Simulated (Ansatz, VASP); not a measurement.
One calculation of BaTiO3, two programs

File INCAR:

```
SYSTEM = BaTiO3
PREC = Accurate ; ENCUT = 910
EDIFF = 1E-6 ; ISMEAR = -1
SIGMA = 0.05 ; LREAL = .False.
LASPH = .True. ; NELM = 120
ALGO = Normal ; ISIF = 2
LWAVE = .False. ; LCHARG = .False.
GGA = PE ; NBANDS = 28
GGA_COMPAT = .False.
```

Contents of KPOINTS:

```
Automatic mesh
0
Gamma
  7 7 7
  0 0 0
```

Contents of POSCAR:

```
BaTiO3
1.0
    4.0379468039      0.0000000000      0.0000000000
    0.0000000000      2.8742319127      2.8825904778
    0.0000000000     -2.8742319127      2.8825904778
Ba Ti O
1 1 3
Direct
    0.0000000000      0.0000000000      0.0000000000
    0.5000000000      0.5124000000      0.5124000000
    0.5000000000      0.9918400000      0.5052400000
    0.5000000000      0.5052400000      0.9918400000
    0.0000000000      0.4874000000      0.4874000000
```

input.yaml

```yaml
crystal:
  lattice:
    - [4.0379468039, 0.0, 0.0]
    - [0.0, 2.8742319127, 2.8825904778]
    - [0.0, -2.8742319127, 2.8825904778]
  atoms:
    - { symbol: Ba, position: [0.0, 0.0, 0.0] }
    - { symbol: Ti, position: [0.5, 0.5124, 0.5124] }
    - { symbol: O, position: [0.5, 0.99184, 0.50524] }
    - { symbol: O, position: [0.5, 0.50524, 0.99184] }
    - { symbol: O, position: [0.0, 0.4874, 0.4874] }
hamiltonian:
  xc: pbe
  pseudopotentials: { kind: paw }
kpoints:
  mp_grid: { grid: [7, 7, 7] }
scf:
  occupations: { method: fermi_dirac, width: 0.05 }
output:
  forces: true
  stress: true
  eigenvalues: true
  write_density: true
  write_potential: true
  elf: true
  volumetric_format: npy
```

Alike in both runs: task single point; functional PBE; k mesh 7 × 7 × 7; occupations fermi-dirac, width 0.05 eV; no spin polarisation.

```csv
,VASP,Ansatz
version,VASP 6.6.1,Ansatz 0.2.0
potentials or method,"VASP PAW PBE potentials, release 64 (Ba_sv, Ti_sv, O_h)",Ansatz PAW
plane-wave cutoff (eV),910,420
valence electrons in the cell,40,40
```

|  | VASP | Ansatz | Ansatz less VASP |
| --- | --- | --- | --- |
| gap on the k mesh at the Fermi level (eV) | 1.84 | 1.89 | +0.054 |
| least direct gap on the mesh (eV) | 2.01 | 2.03 | +0.020 |
| rms of the force components (eV/Å) | 0.181 | 0.185 | +0.0049 |

Atom by atom the forces differ by 0.009 eV/Å (rms over components).

Neither program's run includes spin-orbit coupling. Noted on VASP's run: the cutoff is short for stress, so the pressure is rough. Noted on Ansatz's run: odd divisions of the mesh miss points on the zone boundary, where band edges often lie, so the gap on the mesh can be too wide.
